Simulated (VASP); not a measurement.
# ZnMo3 (Pm-3m) in VASP: further runs, part 2 of 2

VASP 6.6.1.

## 4. Single point, PBE

This run uses another cell than the first one, of 14.56 Å³/atom, 1.056 times its volume.

The input, INCAR:

```
ALGO = Normal ; EDIFF = 1E-6
ENCUT = 520 ; GGA = PE
ISIF = 2 ; ISMEAR = -1
LASPH = T ; LCHARG = F
LREAL = F ; LWAVE = F
NBANDS = 35 ; NELM = 100
PREC = Accurate ; SIGMA = 0.1
```

The input, KPOINTS:

```
k-points
0
Gamma
  6 6 6
```

The input, POSCAR:

```
ZnMo3
1.0
    3.8763040355      0.0000000000      0.0000000000
    0.0000000000      3.8763040355      0.0000000000
    0.0000000000      0.0000000000      3.8763040355
Zn Mo
1 3
Direct
    0.0000000000      0.0000000000      0.0000000000
    0.0000000000      0.5000000000      0.5000000000
    0.5000000000      0.0000000000      0.5000000000
    0.5000000000      0.5000000000      0.0000000000
```

Potentials or basis: VASP PAW PBE potentials, release 64 (Zn, Mo_sv).

The run is started by

```bash
cat potpaw_PBE.64/Zn/POTCAR potpaw_PBE.64/Mo_sv/POTCAR > POTCAR
mpirun -np 1 vasp_std > vasp.out
```

OUTCAR:

```text
EDIFF = 1E-6
   ENCUT = 520
   GGA = PE
   ISIF = 2
   ISMEAR = -1
   LASPH = T
   LREAL = F
   NELM = 100
   PREC = Accurate

 ion  position               nearest neighbor table
   1  0.000  0.000  0.000-   2 2.74   3 2.74   4 2.74   2 2.74   3 2.74   2 2.74   4 2.74   2 2.74
                             3 2.74   4 2.74   3 2.74   4 2.74
   2  0.000  0.500  0.500-   1 2.74   3 2.74   4 2.74   1 2.74   4 2.74   1 2.74   3 2.74   1 2.74
                             3 2.74   4 2.74   4 2.74   3 2.74
   3  0.500  0.000  0.500-   1 2.74   2 2.74   4 2.74   1 2.74   4 2.74   2 2.74   4 2.74   4 2.74
                             1 2.74   2 2.74   1 2.74   2 2.74
   4  0.500  0.500  0.000-   1 2.74   2 2.74   3 2.74   2 2.74   3 2.74   1 2.74   3 2.74   3 2.74
                             1 2.74   2 2.74   2 2.74   1 2.74

  LATTYP: Found a simple cubic cell.
 ALAT       =     3.8763040355

  Lattice vectors:

 A1 = (   3.8763040355,   0.0000000000,   0.0000000000)
 A2 = (   0.0000000000,   3.8763040355,   0.0000000000)
 A3 = (   0.0000000000,   0.0000000000,   3.8763040355)

Analysis of symmetry for initial positions (statically):
=====================================================================
 Subroutine PRICEL returns:
 Original cell was already a primitive cell.

 Routine SETGRP: Setting up the symmetry group for a
 simple cubic supercell.

 Subroutine GETGRP returns: Found 48 space group operations
 (whereof 48 operations were pure point group operations)
 out of a pool of 48 trial point group operations.

The static configuration has the point symmetry O_h .

Analysis of symmetry for dynamics (positions and initial velocities):
=====================================================================
 Subroutine PRICEL returns:
 Original cell was already a primitive cell.

 Routine SETGRP: Setting up the symmetry group for a
 simple cubic supercell.

 Subroutine GETGRP returns: Found 48 space group operations
 (whereof 48 operations were pure point group operations)
 out of a pool of 48 trial point group operations.

The dynamic configuration has the point symmetry O_h .

 Subroutine INISYM returns: Found 48 space group operations
 (whereof 48 operations are pure point group operations),
 and found     1 'primitive' translations

----------------------------------------------------------------------------------------

                                     Primitive cell

  volume of cell :      58.2443

  direct lattice vectors                    reciprocal lattice vectors
     3.876304036  0.000000000  0.000000000     0.257977700  0.000000000  0.000000000
     0.000000000  3.876304036  0.000000000     0.000000000  0.257977700  0.000000000
     0.000000000  0.000000000  3.876304036     0.000000000  0.000000000  0.257977700

  length of vectors
     3.876304036  3.876304036  3.876304036     0.257977700  0.257977700  0.257977700

  position of ions in fractional coordinates (direct lattice)
     0.000000000  0.000000000  0.000000000
     0.000000000  0.500000000  0.500000000
     0.500000000  0.000000000  0.500000000
     0.500000000  0.500000000  0.000000000

  ion indices of the primitive-cell ions
   primitive index   ion index
                 1           1
                 2           2
                 3           3
                 4           4

----------------------------------------------------------------------------------------

 KPOINTS: k-points

Automatic generation of k-mesh.
 Grid dimensions read from file:
 generate k-points for:    6    6    6

 Generating k-lattice:

  Cartesian coordinates                     Fractional coordinates (reciprocal lattice)
     0.042996283  0.000000000  0.000000000     0.166666667  0.000000000  0.000000000
     0.000000000  0.042996283  0.000000000     0.000000000  0.166666667  0.000000000
     0.000000000  0.000000000  0.042996283     0.000000000  0.000000000  0.166666667

  Length of vectors
     0.042996283  0.042996283  0.042996283

  Shift w.r.t. Gamma in fractional coordinates (k-lattice)
     0.000000000  0.000000000  0.000000000

 Subroutine IBZKPT returns following result:
 ===========================================

 Found     20 irreducible k-points:

 Following reciprocal coordinates:
            Coordinates               Weight
  0.000000  0.000000  0.000000      1.000000
  0.166667  0.000000  0.000000      6.000000
  0.333333  0.000000  0.000000      6.000000
  0.500000  0.000000  0.000000      3.000000
  0.166667  0.166667  0.000000     12.000000
  0.333333  0.166667  0.000000     24.000000
[... 12 lines left out ...]
  0.500000  0.500000  0.333333      6.000000
  0.500000  0.500000  0.500000      1.000000
   k-points           NKPTS =     20   k-points in BZ     NKDIM =     20   number of bands    NBANDS=     35
   number of dos      NEDOS =    301   number of ions     NIONS =      4
   total plane-waves  NPLWV =  27000
   dimension x,y,z NGX =    30 NGY =   30 NGZ =   30
   dimension x,y,z NGXF=    60 NGYF=   60 NGZF=   60
   ions per type =               1   3
   NGX,Y,Z   is equivalent  to a cutoff of  12.87, 12.87, 12.87 a.u.
   NGXF,Y,Z  is equivalent  to a cutoff of  25.73, 25.73, 25.73 a.u.
 SYSTEM =  unknown system
   PREC   = accura    normal or accurate (medium, high low for compatibility)
   ISTART =      0    job   : 0-new  1-cont  2-samecut
   ICHARG =      2    charge: 1-file 2-atom 10-const
   ISPIN  =      1    spin polarized calculation?
   LNONCOLLINEAR =      F non collinear calculations
   LSORBIT =      F    spin-orbit coupling
   LASPH  =      T    aspherical Exc in radial PAW
   ENCUT  =  520.0 eV  38.22 Ry    6.18 a.u.   7.21  7.21  7.21*2*pi/ulx,y,z
   NELM   =    100;   NELMIN=  2; NELMDL= -5     # of ELM steps
   EDIFF  = 0.1E-05   stopping-criterion for ELM
   LREAL  =      F    real-space projection
[... 7 lines left out ...]
   TEBEG  =    0.0;   TEEND  =   0.0 temperature during run
   PSTRESS=    0.0 pullay stress
   NELECT =      54.0000    total number of electrons
   NUPDOWN=      -1.0000    fix difference up-down
   EMIN   =  10.00;   EMAX   =-10.00  energy-range for DOS
   EFERMI =   0.00;   METHOD = LEGACY
   ISMEAR =    -1;   SIGMA  =   0.10  broadening in eV -4-tet -1-fermi 0-gaus
   EFERMI_NEDOS =   21; number of points for ismear=-14 and -15
   IALGO  =     38    algorithm
   IMIX   =      4    mixing-type and parameters
     AMIX     =   0.40;   BMIX     =  1.00
     AMIX_MAG =   1.60;   BMIX_MAG =  1.00
  volume/ion in A,a.u.               =      14.56        98.26
  Fermi-wavevector in a.u.,A,eV,Ry     =   1.596326  3.016619 34.671137  2.548257
  Thomas-Fermi vector in A             =   2.694106
   LORBIT       =      0    0 simple, 1 ext, 2 COOP (PROOUT), +10 PAW based schemes
   GGA     = PE    functional components
   LHFCALC =     F    Hartree Fock is set to
   AEXX    =    0.0000 exact exchange contribution
   IVDW    =     0    specifies the selected vdW correction
   LEPSILON=     F    determine dielectric tensor
   LRPA    =     F    only Hartree local field effects (RPA)
 non-spin polarized calculation
  energy-cutoff  :      520.00
  volume of cell :       58.24
 maximum number of plane-waves:      1596
 NGX is ok and might be reduce to    30
   NGX = 15   NGY = 15   NGZ = 15

 number of electron      53.9999950 magnetization

 Free energy of the ion-electron system (eV)
  ---------------------------------------------------
  ext. energy  EPLUGINS =         0.00000000
  ---------------------------------------------------
  free energy    TOTEN  =       -33.16060559 eV

  energy without entropy =      -33.08209176  energy(sigma->0) =      -33.12134868

 E-fermi :  10.9753     XC(G=0): -13.3240

 val. band max:       10.9522844998   @ k =   0.5000   0.3333   0.0000
 cond. band min:      10.9759244915   @ k =   0.1667   0.1667   0.1667
 fundamental gap:      0.0236399917
 Fermi energy:        10.9752927935

 k-point     1 :       0.0000    0.0000    0.0000
  band No.  band energies     occupation
      1     -50.0783      2.00000
      2     -49.7532      2.00000
      3     -49.7532      2.00000
      4     -24.6061      2.00000
      5     -24.6061      2.00000
      6     -24.6061      2.00000
[... 27 lines left out ...]
     34      15.8533      0.00000
     35      15.8533      0.00000
[... 691 lines left out ...]
      5     -24.5302      2.00000
      6     -24.5302      2.00000
[... 27 lines left out ...]
     34      15.1704      0.00000
     35      15.1704      0.00000

------------------------ aborting loop because EDIFF is reached ----------------------------------------

  FORCE on cell =-STRESS in cart. coord.  units (eV):
  Direction    XX          YY          ZZ          XY          YZ          ZX
  --------------------------------------------------------------------------------------
  -------------------------------------------------------------------------------------
  Total        4.0654570      4.0654570      4.0654570     -0.0000000      0.0000000      0.0000000
  in kB      111.8320923    111.8320923    111.8320923     -0.0000000      0.0000000      0.0000000
  external PRESSURE =     111.8320923 kB  Pullay stress =       0.0000000 kB

 VOLUME and BASIS-vectors are now :
 -----------------------------------------------------------------------------
  energy-cutoff  :      520.00
  volume of cell :       58.24
      direct lattice vectors                 reciprocal lattice vectors
     3.876304036  0.000000000  0.000000000     0.257977700  0.000000000  0.000000000
     0.000000000  3.876304036  0.000000000     0.000000000  0.257977700  0.000000000
     0.000000000  0.000000000  3.876304036     0.000000000  0.000000000  0.257977700

 POSITION                                       TOTAL-FORCE (eV/Angst)
 -----------------------------------------------------------------------------------
      0.00000      0.00000      0.00000         0.000000      0.000000      0.000000
      0.00000      1.93815      1.93815         0.000000      0.000000      0.000000
      1.93815      0.00000      1.93815         0.000000      0.000000      0.000000
      1.93815      1.93815      0.00000         0.000000      0.000000      0.000000
 -----------------------------------------------------------------------------------
    total drift:                                0.000000      0.000000     -0.000000

  FREE ENERGIE OF THE ION-ELECTRON SYSTEM (eV)
  ---------------------------------------------------
  free  energy   TOTEN  =       -33.1606055937 eV

  energy  without entropy=      -33.0820917604  energy(sigma->0) =      -33.12134868
```

OSZICAR:

```text
N       E                     dE             d eps       ncg     rms          rms(c)
DAV:   1     0.688280803350E+03    0.68828E+03   -0.31216E+04  1416   0.194E+03
DAV:   2     0.572295790329E+01   -0.68256E+03   -0.66713E+03  1495   0.547E+02
DAV:   3    -0.341416237061E+02   -0.39865E+02   -0.37923E+02  1603   0.136E+02
DAV:   4    -0.351019586831E+02   -0.96033E+00   -0.94870E+00  1622   0.191E+01
DAV:   5    -0.351117986383E+02   -0.98400E-02   -0.98295E-02  1572   0.222E+00    0.255E+01
DAV:   6    -0.333843388379E+02    0.17275E+01   -0.50274E+00  1638   0.282E+01    0.909E+00
DAV:   7    -0.332029088008E+02    0.18143E+00   -0.14731E+00  1802   0.111E+01    0.169E+00
DAV:   8    -0.331670043764E+02    0.35904E-01   -0.14620E-01  1644   0.529E+00    0.122E+00
DAV:   9    -0.331612953152E+02    0.57091E-02   -0.31988E-02  1609   0.126E+00    0.194E-01
DAV:  10    -0.331608324754E+02    0.46284E-03   -0.93098E-03  1716   0.798E-01    0.260E-01
DAV:  11    -0.331606074084E+02    0.22507E-03   -0.16018E-03  1740   0.409E-01    0.217E-02
DAV:  12    -0.331606105297E+02   -0.31213E-05   -0.32922E-05  1552   0.405E-02    0.245E-02
DAV:  13    -0.331606057117E+02    0.48180E-05   -0.16654E-05  1745   0.390E-02    0.188E-03
DAV:  14    -0.331606055937E+02    0.11801E-06   -0.43338E-07   822   0.436E-03
   1 F= -.33160606E+02 E0= -.33121349E+02  d E =-.785138E-01
```

stdout:

```text
POSCAR found type information on POSCAR ZnMo
 POSCAR found :  2 types and       4 ions
 scaLAPACK will be used
 LDA part: xc-table for (Slater+PW92), standard interpolation
 POSCAR, INCAR and KPOINTS ok, starting setup
 FFT: planning ... GRIDC
 FFT: planning ... GRID_SOFT
 FFT: planning ... GRID
 WAVECAR not read
 entering main loop
```

It took 25 s on 1 thread of Intel Xeon Platinum 8488C (Sapphire Rapids), shared host; peak memory 0.18 GiB.

What came out:

```
Free energy            : -33.1606 eV
Pressure               : 11.2 GPa
Band gap on the k mesh : zero (band 27 reaches 11.94 eV, above the bottom of band 28 at 10.43 eV)
```

## 5. Summary

```csv
cell,gap on the mesh (eV),pressure (GPa)
"a = 3.807 Å, 4 atoms",none,27.1
"a = 3.842 Å, 4 atoms",none,18.6
"a = 3.876 Å, 4 atoms",none,11.2
```

Alike in all rows: task single point; level PBE; potentials or basis VASP PAW PBE potentials, release 64 (Zn, Mo_sv); no spin polarisation; k mesh 6 × 6 × 6; cutoff (eV) 520; smearing fermi-dirac 0.1 eV.

Absolute energies hang on the potentials; compare differences alone.
